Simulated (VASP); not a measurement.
# CsCl (Pm-3m) in VASP: single point with r2SCAN

Aim: the single point of CsCl with r2SCAN.

All numbers are computed with VASP 6.6.1; they aren't measurements. Logs are shortened: lines on timing, memory, paths and dates and some standing lists are left out, and cuts for length are marked.

## (1) The cell of the first run

Symmetry: Pm-3m, No. 221, cubic system. Conventional cell: a = 4.075 Å, b = 4.075 Å, c = 4.075 Å, α = 90.00°, β = 90.00°, γ = 90.00°. Cs (site symmetry m-3m) has 8 Cl at 3.53 Å and 6 Cs at 4.08 Å within 4.6 Å. Within 4.6 Å of Cl (site symmetry m-3m) lie 8 Cs at 3.53 Å and 6 Cl at 4.08 Å.

## (2) Single point, r2SCAN

Input file POSCAR:

```
CsCl
1.0
    4.0754070000      0.0000000000      0.0000000000
    0.0000000000      4.0754070000      0.0000000000
    0.0000000000      0.0000000000      4.0754070000
Cs Cl
1 1
Direct
    0.0000000000      0.0000000000      0.0000000000
    0.5000000000      0.5000000000      0.5000000000
```

Input file INCAR.step1:

```
SYSTEM = CsCl
  PREC = Accurate
  ENCUT = 550
  ISMEAR = 0
  SIGMA = 0.0647
  LREAL = .FALSE.
  LASPH = .TRUE.
  NELM = 120
  NBANDS = 15
  GGA = PE
  ALGO = Normal
  EDIFF = 1E-5
  LWAVE = .TRUE.
  LCHARG = .FALSE.
  GGA_COMPAT = .FALSE.
```

Input file INCAR.step2:

```
SYSTEM = CsCl
  PREC = Accurate
  ENCUT = 550
  EDIFF = 1E-6
  ISMEAR = 0
  SIGMA = 0.0647
  LREAL = .FALSE.
  LASPH = .TRUE.
  NELM = 120
  ALGO = Normal
  ISIF = 2
  LWAVE = .FALSE.
  LCHARG = .FALSE.
  METAGGA = R2SCAN
  LMIXTAU = .TRUE.
  NBANDS = 15
  ISTART = 1
  GGA_COMPAT = .FALSE.
```

Input file KPOINTS:

```
regular mesh
0
G
  6 6 6
  0 0 0
```

Potentials or basis: VASP PAW PBE potentials, release 64 (Cs_sv, Cl).

Launch:

```sh
> cat potpaw_PBE.64/Cs_sv/POTCAR potpaw_PBE.64/Cl/POTCAR > POTCAR
> cp INCAR.step1 INCAR
> mpirun -np 1 vasp_std > vasp.out
> cp INCAR.step2 INCAR
> mpirun -np 1 vasp_std > vasp.out
```

OUTCAR:

```text
SYSTEM = CsCl
   PREC = Accurate
   ENCUT = 550
   EDIFF = 1E-6
   ISMEAR = 0
   LREAL = .FALSE.
   LASPH = .TRUE.
   NELM = 120
   ISIF = 2
   METAGGA = R2SCAN
   ISTART = 1

 ion  position               nearest neighbor table
   1  0.000  0.000  0.000-
   2  0.500  0.500  0.500-

  LATTYP: Found a simple cubic cell.
 ALAT       =     4.0754070000

  Lattice vectors:

 A1 = (   4.0754070000,   0.0000000000,   0.0000000000)
 A2 = (   0.0000000000,   4.0754070000,   0.0000000000)
 A3 = (   0.0000000000,   0.0000000000,   4.0754070000)

Analysis of symmetry for initial positions (statically):
=====================================================================
 Subroutine PRICEL returns:
 Original cell was already a primitive cell.

 Routine SETGRP: Setting up the symmetry group for a
 simple cubic supercell.

 Subroutine GETGRP returns: Found 48 space group operations
 (whereof 48 operations were pure point group operations)
 out of a pool of 48 trial point group operations.

The static configuration has the point symmetry O_h .

Analysis of symmetry for dynamics (positions and initial velocities):
=====================================================================
 Subroutine PRICEL returns:
 Original cell was already a primitive cell.

 Routine SETGRP: Setting up the symmetry group for a
 simple cubic supercell.

 Subroutine GETGRP returns: Found 48 space group operations
 (whereof 48 operations were pure point group operations)
 out of a pool of 48 trial point group operations.

The dynamic configuration has the point symmetry O_h .

 Subroutine INISYM returns: Found 48 space group operations
 (whereof 48 operations are pure point group operations),
 and found     1 'primitive' translations

----------------------------------------------------------------------------------------

                                     Primitive cell

  volume of cell :      67.6882

  direct lattice vectors                    reciprocal lattice vectors
     4.075407000  0.000000000  0.000000000     0.245374266  0.000000000  0.000000000
     0.000000000  4.075407000  0.000000000     0.000000000  0.245374266  0.000000000
     0.000000000  0.000000000  4.075407000     0.000000000  0.000000000  0.245374266

  length of vectors
     4.075407000  4.075407000  4.075407000     0.245374266  0.245374266  0.245374266

  position of ions in fractional coordinates (direct lattice)
     0.000000000  0.000000000  0.000000000
     0.500000000  0.500000000  0.500000000

  ion indices of the primitive-cell ions
   primitive index   ion index
                 1           1
                 2           2

----------------------------------------------------------------------------------------

 KPOINTS: regular mesh

Automatic generation of k-mesh.
 Grid dimensions read from file:
 generate k-points for:    6    6    6

 Generating k-lattice:

  Cartesian coordinates                     Fractional coordinates (reciprocal lattice)
     0.040895711  0.000000000  0.000000000     0.166666667  0.000000000  0.000000000
     0.000000000  0.040895711  0.000000000     0.000000000  0.166666667  0.000000000
     0.000000000  0.000000000  0.040895711     0.000000000  0.000000000  0.166666667

  Length of vectors
     0.040895711  0.040895711  0.040895711

  Shift w.r.t. Gamma in fractional coordinates (k-lattice)
     0.000000000  0.000000000  0.000000000

 Subroutine IBZKPT returns following result:
 ===========================================

 Found     20 irreducible k-points:

 Following reciprocal coordinates:
            Coordinates               Weight
  0.000000  0.000000  0.000000      1.000000
  0.166667  0.000000  0.000000      6.000000
  0.333333  0.000000  0.000000      6.000000
  0.500000  0.000000  0.000000      3.000000
  0.166667  0.166667  0.000000     12.000000
  0.333333  0.166667  0.000000     24.000000
[... 12 lines left out ...]
  0.500000  0.500000  0.333333      6.000000
  0.500000  0.500000  0.500000      1.000000
   k-points           NKPTS =     20   k-points in BZ     NKDIM =     20   number of bands    NBANDS=     15
   number of dos      NEDOS =    301   number of ions     NIONS =      2
   total plane-waves  NPLWV =  32768
   dimension x,y,z NGX =    32 NGY =   32 NGZ =   32
   dimension x,y,z NGXF=    64 NGYF=   64 NGZF=   64
   ions per type =               1   1
   NGX,Y,Z   is equivalent  to a cutoff of  13.05, 13.05, 13.05 a.u.
   NGXF,Y,Z  is equivalent  to a cutoff of  26.11, 26.11, 26.11 a.u.
 SYSTEM =  CsCl
   PREC   = accura    normal or accurate (medium, high low for compatibility)
   ISTART =      1    job   : 0-new  1-cont  2-samecut
   ICHARG =      0    charge: 1-file 2-atom 10-const
   ISPIN  =      1    spin polarized calculation?
   LNONCOLLINEAR =      F non collinear calculations
   LSORBIT =      F    spin-orbit coupling
   LASPH  =      T    aspherical Exc in radial PAW
   ENCUT  =  550.0 eV  40.42 Ry    6.36 a.u.   7.79  7.79  7.79*2*pi/ulx,y,z
   NELM   =    120;   NELMIN=  2; NELMDL=  0     # of ELM steps
   EDIFF  = 0.1E-05   stopping-criterion for ELM
   LREAL  =      F    real-space projection
   EDIFFG = 0.1E-04   stopping-criterion for IOM
   NSW    =      0    number of steps for IOM
   IBRION =     -1    ionic relax: 0-MD 1-quasi-New 2-CG
   NFREE  =      0    steps in history (QN), initial steepest desc. (CG)
   ISIF   =      2    stress and relaxation
   ISYM   =      2    0-nonsym 1-usesym 2-fastsym
   POTIM  = 0.5000    time-step for ionic-motion
   TEBEG  =    0.0;   TEEND  =   0.0 temperature during run
   PSTRESS=    0.0 pullay stress
   NELECT =      16.0000    total number of electrons
   NUPDOWN=      -1.0000    fix difference up-down
   EMIN   =  10.00;   EMAX   =-10.00  energy-range for DOS
   EFERMI =   0.00;   METHOD = LEGACY
   ISMEAR =     0;   SIGMA  =   0.06  broadening in eV -4-tet -1-fermi 0-gaus
   EFERMI_NEDOS =   21; number of points for ismear=-14 and -15
   IALGO  =     38    algorithm
   IMIX   =      4    mixing-type and parameters
     AMIX     =   0.40;   BMIX     =  1.00
     AMIX_MAG =   1.60;   BMIX_MAG =  1.00
  volume/ion in A,a.u.               =      33.84       228.39
  Fermi-wavevector in a.u.,A,eV,Ry     =   1.012225  1.912828 13.940529  1.024600
  Thomas-Fermi vector in A             =   2.145322
   LORBIT       =      0    0 simple, 1 ext, 2 COOP (PROOUT), +10 PAW based schemes
   METAGGA = R2SCAN    functional components
   LHFCALC =     F    Hartree Fock is set to
   AEXX    =    0.0000 exact exchange contribution
   IVDW    =     0    specifies the selected vdW correction
   LEPSILON=     F    determine dielectric tensor
   LRPA    =     F    only Hartree local field effects (RPA)
 non-spin polarized calculation
 Gauss-broadening in eV      SIGMA  =   0.06
  energy-cutoff  :      550.00
  volume of cell :       67.69
 maximum number of plane-waves:      2008
 NGX is ok and might be reduce to    32
   NGX = 15   NGY = 15   NGZ = 15

 number of electron      16.0000006 magnetization

 Free energy of the ion-electron system (eV)
  ---------------------------------------------------
  ext. energy  EPLUGINS =         0.00000000
  ---------------------------------------------------
  free energy    TOTEN  =       -35.51401340 eV

  energy without entropy =      -35.51401340  energy(sigma->0) =      -35.51401340

 E-fermi :  -0.2141     XC(G=0):  -8.8420

 val. band max:       -0.4963989632   @ k =   0.0000   0.0000   0.0000
 cond. band min:       5.3656602419   @ k =   0.0000   0.0000   0.0000
 fundamental gap:      5.8620592051
 Fermi energy:        -0.2141023576

 k-point     1 :       0.0000    0.0000    0.0000
  band No.  band energies     occupation
      1     -20.3444      2.00000
      2     -13.2753      2.00000
      3      -6.4267      2.00000
      4      -6.4267      2.00000
      5      -6.4267      2.00000
      6      -0.4964      2.00000
      7      -0.4964      2.00000
      8      -0.4964      2.00000
      9       5.3657      0.00000
     10       5.3657      0.00000
     11       5.7440      0.00000
     12      10.3702      0.00000
     13      10.3702      0.00000
     14      10.3702      0.00000
     15      13.5203      0.00000

 k-point     2 :       0.1667    0.0000    0.0000
  band No.  band energies     occupation
      1     -20.3195      2.00000
      2     -13.2895      2.00000
      3      -6.5844      2.00000
      4      -6.3869      2.00000
      5      -6.3869      2.00000
      6      -0.8538      2.00000
      7      -0.5619      2.00000
      8      -0.5619      2.00000
      9       5.5629      0.00000
     10       6.0372      0.00000
     11       6.4283      0.00000
     12      10.1524      0.00000
     13      10.1524      0.00000
     14      10.5399      0.00000
     15      12.0333      0.00000

 k-point     3 :       0.3333    0.0000    0.0000
  band No.  band energies     occupation
      1     -20.2686      2.00000
      2     -13.3218      2.00000
      3      -6.8633      2.00000
      4      -6.3042      2.00000
      5      -6.3042      2.00000
      6      -1.4568      2.00000
      7      -0.6983      2.00000
      8      -0.6983      2.00000
      9       6.0785      0.00000
     10       7.3211      0.00000
     11       8.1697      0.00000
     12       9.9066      0.00000
     13       9.9066      0.00000
     14      10.2266      0.00000
     15      10.9651      0.00000
[... 271 lines left out ...]
 k-point    19 :       0.5000    0.5000    0.3333
  band No.  band energies     occupation
      1     -20.0998      2.00000
      2     -13.1216      2.00000
      3      -7.0834      2.00000
      4      -7.0834      2.00000
      5      -6.8145      2.00000
      6      -1.5014      2.00000
      7      -1.5014      2.00000
      8      -1.4499      2.00000
      9       8.1362      0.00000
     10       8.5976      0.00000
     11       8.5976      0.00000
     12       9.0989      0.00000
     13      11.5135      0.00000
     14      11.5135      0.00000
     15      12.8101      0.00000

 k-point    20 :       0.5000    0.5000    0.5000
  band No.  band energies     occupation
      1     -20.0798      2.00000
      2     -13.0982      2.00000
      3      -7.0088      2.00000
      4      -7.0088      2.00000
      5      -7.0088      2.00000
      6      -1.6891      2.00000
      7      -1.6891      2.00000
      8      -1.6891      2.00000
      9       8.8435      0.00000
     10       8.8435      0.00000
     11       8.8435      0.00000
     12      11.0369      0.00000
     13      11.0369      0.00000
     14      11.0369      0.00000
     15      12.8713      0.00000

------------------------ aborting loop because EDIFF is reached ----------------------------------------

  FORCE on cell =-STRESS in cart. coord.  units (eV):
  Direction    XX          YY          ZZ          XY          YZ          ZX
  --------------------------------------------------------------------------------------
  -------------------------------------------------------------------------------------
  Total        0.4376729      0.4376729      0.4376729     -0.0000000      0.0000000      0.0000000
  in kB       10.3597021     10.3597021     10.3597021     -0.0000000      0.0000000      0.0000000
  external PRESSURE =      10.3597021 kB  Pullay stress =       0.0000000 kB

 VOLUME and BASIS-vectors are now :
 -----------------------------------------------------------------------------
  energy-cutoff  :      550.00
  volume of cell :       67.69
      direct lattice vectors                 reciprocal lattice vectors
     4.075407000  0.000000000  0.000000000     0.245374266  0.000000000  0.000000000
     0.000000000  4.075407000  0.000000000     0.000000000  0.245374266  0.000000000
     0.000000000  0.000000000  4.075407000     0.000000000  0.000000000  0.245374266

 POSITION                                       TOTAL-FORCE (eV/Angst)
 -----------------------------------------------------------------------------------
      0.00000      0.00000      0.00000         0.000000      0.000000      0.000000
      2.03770      2.03770      2.03770         0.000000      0.000000      0.000000
 -----------------------------------------------------------------------------------
    total drift:                                0.000000      0.000000     -0.000000

  FREE ENERGIE OF THE ION-ELECTRON SYSTEM (eV)
  ---------------------------------------------------
  free  energy   TOTEN  =       -35.5140134035 eV

  energy  without entropy=      -35.5140134035  energy(sigma->0) =      -35.51401340
```

It took 58 s on 1 thread of Intel Xeon Platinum 8375C at 2.90GHz (Ice Lake), shared host; peak memory 0.18 GiB.

What came out:

* Free energy: -35.5140 eV
* Pressure: 1.0 GPa
* Band gap on the k mesh: 5.86 eV, direct

Levels at points of the mesh, in eV from the valence-band top:
```
           k point  band 4  band 5  band 6  band 7  band 8  band 9  band 10  band 11  band 12  band 13
(0.00, 0.00, 0.00)   -5.93   -5.93    0.00    0.00    0.00    5.86     5.86     6.24    10.87    10.87
(0.50, 0.00, 0.00)   -5.76   -5.76   -1.22   -0.27   -0.27    6.96     8.48     9.88     9.90    10.36
(0.50, 0.50, 0.00)   -6.79   -5.67   -0.44   -0.44   -0.08    6.60     6.68     8.67     8.67    13.13
(0.50, 0.50, 0.50)   -6.51   -6.51   -1.19   -1.19   -1.19    9.34     9.34     9.34    11.53    11.53
```

Caveat: the PAW data sets were made with another functional, which shifts forces and pressure a little; spin-orbit coupling is left out, which moves the levels of the heavy elements. r2SCAN opens gaps a little over a GGA but as a rule still falls short of measured ones.
